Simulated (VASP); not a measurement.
WC (Qusongite):

```
CELL_PARAMETERS angstrom
2.88699 0.00000 0.00000
-1.44350 2.50021 0.00000
0.00000 0.00000 2.81756
ATOMIC_POSITIONS crystal
W 0.00000 0.00000 0.00000
C 0.66667 0.33333 0.50000
```

Base run:

| Quantity | Value |
| --- | --- |
| Program | VASP 6.6.1 |
| Functional | r2SCAN |
| Potentials or basis | VASP PAW PBE potentials, release 64 (W_sv, C) |
| Cutoff | 520 eV |
| k mesh | 10 × 10 × 9 |
| Occupations | fermi-dirac, width 0.05 eV |
| Spin | no spin polarisation |

Its results: band gap on the k mesh zero (band 9 reaches 11.96 eV, above the bottom of band 10 at 10.71 eV); pressure 12.2 GPa.

Task: After a change of settings the same cell gave: band gap on the k mesh zero (band 9 reaches 12.03 eV, above the bottom of band 10 at 10.81 eV); pressure 15.5 GPa. Which change was it?
A. functional from r2SCAN to LDA; potentials or basis from VASP PAW PBE potentials, release 64 (W_sv, C) to VASP PAW LDA potentials, release 64 (W_sv, C)
B. functional from r2SCAN to revPBE
C. potentials or basis from VASP PAW PBE potentials, release 64 (W_sv, C) to VASP PAW PBE potentials, release 64 (W_sv, C_h); cutoff from 520 eV to 910 eV; further incar settings from ALGO = Normal; EDIFF = 1e-07; NBANDS = 16 to ALGO = Normal; EDIFF = 1e-06; NBANDS = 16
D. functional from r2SCAN to PBE; further incar settings from ALGO = Normal; EDIFF = 1e-07; NBANDS = 16 to ALGO = Normal; EDIFF = 1e-06; NBANDS = 16

Result: D.

Caveats: spin-orbit coupling is left out, which moves the levels of the heavy elements; the PAW data sets were made with another functional, which shifts forces and pressure a little (some runs).
